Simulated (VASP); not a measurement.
A run of VASP 6.6.1:

Contents of POSCAR:

```
GaN
1.0
    3.1273200000     -0.0205600000     -0.0059100000
   -1.5814700000      2.8051100000      0.0505700000
   -0.0096100000      0.0893200000      5.1431400000
Ga N
2 2
Direct
    0.3255800000      0.6624100000      0.0032900000
    0.6663600000      0.3282900000      0.4966200000
    0.3404400000      0.6682900000      0.3748800000
    0.6729150484      0.3355703787      0.8708365566
```

Contents of INCAR.step1:

```
  PREC = Accurate
  ENCUT = 520
  ISMEAR = 0
  SIGMA = 0.01
  LREAL = F
  LASPH = T
  NELM = 60
  NBANDS = 26
  GGA = PE
  ALGO = Normal
  EDIFF = 1E-4
  LWAVE = T
  LCHARG = F
```

File INCAR.step2:

```
  PREC = Accurate
  ENCUT = 520
  EDIFF = 1E-6
  ISMEAR = 0
  SIGMA = 0.01
  LREAL = F
  LASPH = T
  NELM = 60
  ALGO = Normal
  ISIF = 2
  LWAVE = F
  LCHARG = F
  METAGGA = R2SCAN
  LMIXTAU = T
  NBANDS = 26
  ISTART = 1
```

File KPOINTS:

```
Automatic mesh
0
Gamma
  6 6 4
```

Potentials or basis: VASP PAW PBE potentials, release 64 (Ga_d, N).

The run is started by

```sh
$ cat potpaw_PBE.64/Ga_d/POTCAR potpaw_PBE.64/N/POTCAR > POTCAR
$ cp INCAR.step1 INCAR
$ mpirun -np 1 vasp_std > vasp.out
$ cp INCAR.step2 INCAR
$ mpirun -np 1 vasp_std > vasp.out
```

Hardware: 1 thread of Intel(R) Xeon(R) 6975P-C (Granite Rapids), with other jobs on the host.

**Question.** Estimate the wall time of this run.

**Answer.** Wall time 110 s on 1 thread of Intel(R) Xeon(R) 6975P-C (Granite Rapids), with other jobs on the host, peak memory 0.21 GiB. Counts: k points 76.
